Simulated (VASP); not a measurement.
Here is a VASP 6.6.1 calculation.

Contents of POSCAR:

```
SiO2
1.0
   -2.4732446449      2.4732446449      3.6563572106
    2.4732446449     -2.4732446449      3.6563572106
    2.4732446449      2.4732446449     -3.6563572106
Si O
2 4
Direct
    0.0000000000      0.0000000000      0.0000000000
    0.7500000000      0.2500000000      0.5000000000
    0.9731664718      0.6250000000      0.8481664718
    0.3750000000      0.2231664718      0.3481664718
    0.7768335282      0.1250000000      0.1518335282
    0.8750000000      0.0268335282      0.6518335282
```

Contents of INCAR.step1:

```
  PREC = Accurate
  ENCUT = 520
  ISMEAR = 0
  SIGMA = 0.05
  LREAL = False
  LASPH = True
  NELM = 60
  NBANDS = 25
  GGA = PE
  ALGO = Normal
  EDIFF = 1E-4
  LWAVE = True
  LCHARG = False
```

INCAR.step2

```
  PREC = Accurate
  ENCUT = 520
  EDIFF = 1E-7
  ISMEAR = 0
  SIGMA = 0.05
  LREAL = False
  LASPH = True
  NELM = 60
  ALGO = Normal
  ISIF = 2
  LWAVE = False
  LCHARG = True
  METAGGA = R2SCAN
  LMIXTAU = True
  LELF = True
  LVHAR = True
  NBANDS = 25
  ISTART = 1
```

KPOINTS

```
Automatic mesh
0
Gamma
  6 6 6
```

Potentials or basis: VASP PAW PBE potentials, release 64 (Si, O).

The run is started by

```console
$ cat potpaw_PBE.64/Si/POTCAR potpaw_PBE.64/O/POTCAR > POTCAR
$ cp INCAR.step1 INCAR
$ mpirun -np 1 vasp_std > vasp.out
$ cp INCAR.step2 INCAR
$ mpirun -np 1 vasp_std > vasp.out
```

Estimate the band gap on the k mesh.

6.56 eV, direct.

Estimate the pressure.

0.2 GPa.

Caveat: the PAW data sets were made with another functional, which shifts forces and pressure a little. r2SCAN opens gaps a little over a GGA but as a rule still falls short of measured ones.
